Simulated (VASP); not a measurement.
Runs of VASP 6.6.1 on AlN. The structure is that of space group Fm-3m (No. 225), or close to it. The cells are those of the table. 

| level | cell | k mesh | smearing | gap on the mesh (eV) | pressure (GPa) |
| --- | --- | --- | --- | --- | --- |
| PBE | a = 2.863, b = 2.863, c = 2.912 Å, angles 59.4, 59.4, 61.1°, 2 atoms | 10 × 10 × 10 | fermi-dirac 0.02 eV | 4.14 | 0.1 |
| r2SCAN | a = 2.859, b = 2.859, c = 2.884 Å, angles 59.7, 59.7, 60.6°, 2 atoms | 10 × 10 × 10 | gaussian 0.01 eV | (d) | -4.0 |
| PBE | a = 2.859, b = 2.859, c = 2.884 Å, angles 59.7, 59.7, 60.6°, 2 atoms | 10 × 10 × 10 | fermi-dirac 0.02 eV | (a) | 2.9 |
| PBE | a = 2.851, b = 2.851, c = 2.798 Å, angles 60.6, 60.6, 58.8°, 2 atoms | 6 × 6 × 6 | gaussian 0.01 eV | 4.61 | (b) |
| PBE | a = 2.852, b = 2.852, c = 2.827 Å, angles 60.3, 60.3, 59.4°, 2 atoms | 6 × 6 × 6 | gaussian 0.01 eV | 4.62 | 9.7 |
| PBE | a = 2.863, b = 2.863, c = 2.912 Å, angles 59.4, 59.4, 61.1°, 2 atoms | 6 × 6 × 6 | gaussian 0.01 eV | 4.13 | 0.1 |
| r2SCAN | a = 2.850, b = 2.850, c = 2.769 Å, angles 60.9, 60.9, 58.1°, 2 atoms | 10 × 10 × 10 | gaussian 0.01 eV | 5.51 | 11.4 |
| PBE | a = 2.852, b = 2.852, c = 2.827 Å, angles 60.3, 60.3, 59.4°, 2 atoms | 10 × 10 × 10 | fermi-dirac 0.02 eV | (c) | 9.7 |

Alike in all rows: task single point; potentials or basis VASP PAW PBE potentials, release 64 (Al, N); no spin polarisation; cutoff (eV) 520.

Problem. Fill in the values left out.

Solution. (a) 4.38; (b) 13.8; (c) 4.63; (d) 5.26.

Caveats: some runs use coarse meshes; the PAW data sets were made with another functional, which shifts forces and pressure a little (some runs).

A k mesh can miss the band edges.
